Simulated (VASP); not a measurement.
A run of VASP 6.6.1 is set up as follows.

INCAR

```
PREC = Accurate
ENCUT = 520
EDIFF = 1E-6
ISMEAR = -1
SIGMA = 0.1
LREAL = F
LASPH = T
NELM = 80
ALGO = Normal
ISIF = 2
LWAVE = F
LCHARG = F
GGA = PE
NBANDS = 13
```

File KPOINTS:

```
regular mesh
0
Gamma
  20 20 20
```

Contents of POSCAR:

```
Mo
1.0
   -1.5813793950      1.5813793950      1.5813793950
    1.5813793950     -1.5813793950      1.5813793950
    1.5813793950      1.5813793950     -1.5813793950
Mo
1
Direct
    0.0000000000      0.0000000000      0.0000000000
```

Potentials or basis: VASP PAW PBE potentials, release 64 (Mo_sv).

The run is started by

```sh
$ cat potpaw_PBE.64/Mo_sv/POTCAR > POTCAR
$ mpirun -np 1 vasp_std > vasp.out
```

(1) Predict the pressure.

(2) What does it give for the band gap on the k mesh?

Answers

(1) 0.1 GPa.

(2) zero (band 7 reaches 16.32 eV, above the bottom of band 8 at 11.06 eV).
